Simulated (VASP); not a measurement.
BeS:

```xyz
2
Lattice="0.0000 2.4343 2.4343 2.4343 0.0000 2.4343 2.4343 2.4343 0.0000" Properties=species:S:1:pos:R:3 pbc="T T T"
Be    0.0000    0.0000    0.0000
S     1.2172    1.2172    1.2172
```

Base run:

```yaml
Program: VASP 6.6.1
Functional: PBE
Potentials_or_basis: VASP PAW PBE potentials, release 64 (Be, S)
Cutoff: 520 eV
k_mesh: 8 × 8 × 8
Occupations: gaussian, width 0.01 eV
Spin: no spin polarisation
```

Its results: band gap on the k mesh 3.14 eV, indirect (least direct gap 5.67 eV); pressure 0.4 GPa.

Task: The run is repeated on the same cell with these changes: functional from PBE to r2SCAN; further incar settings from ALGO = Normal; EDIFF = 1e-07; NBANDS = 11 to ALGO = Normal; EDIFF = 1e-06; NBANDS = 11. What comes out?

Result: Band gap on the k mesh 3.60 eV, indirect (least direct gap 6.26 eV); pressure 0.3 GPa.

Caveats: the PAW data sets were made with another functional, which shifts forces and pressure a little (some runs).

A k mesh can miss the band edges.
